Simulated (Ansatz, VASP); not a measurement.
## BeS: VASP beside Ansatz

```
Be S
1.0
     3.38439    0.00000    0.00000
    -1.69220    2.93097    0.00000
     0.00000    0.00000    5.38923
Be S
2 2
Direct
  0.00000 0.00000 0.00000
  0.00000 0.00000 0.50000
  0.33333 0.66667 0.25000
  0.66667 0.33333 0.75000
```

Change from the starting cell: hydrostatic strain +2.5%.

Alike in both runs: task single point; functional r2SCAN; k mesh 12 × 12 × 6; no spin polarisation.

|  | VASP | Ansatz |
| --- | --- | --- |
| version | VASP 6.6.1 | Ansatz 0.2.0 |
| potentials or method | VASP PAW PBE potentials, release 64 (Be, S) | plane waves, PAW |
| plane-wave cutoff (eV) | 520 | 500 |
| occupations | gaussian, width 0.01 eV | fixed |
| valence electrons in the cell | 16 | 16 |

|  | VASP | Ansatz | Ansatz less VASP |
| --- | --- | --- | --- |
| gap on the k mesh at the Fermi level (eV) | 1.86 | 1.86 | -0.001 |
| pressure (GPa) | -7.5 | -7.3 | +0.14 |
| traceless stress, the component that is largest in VASP (GPa) | 0.10 | 0.12 | +0.020 |

VASP's potentials were made for PBE, not for r2SCAN.
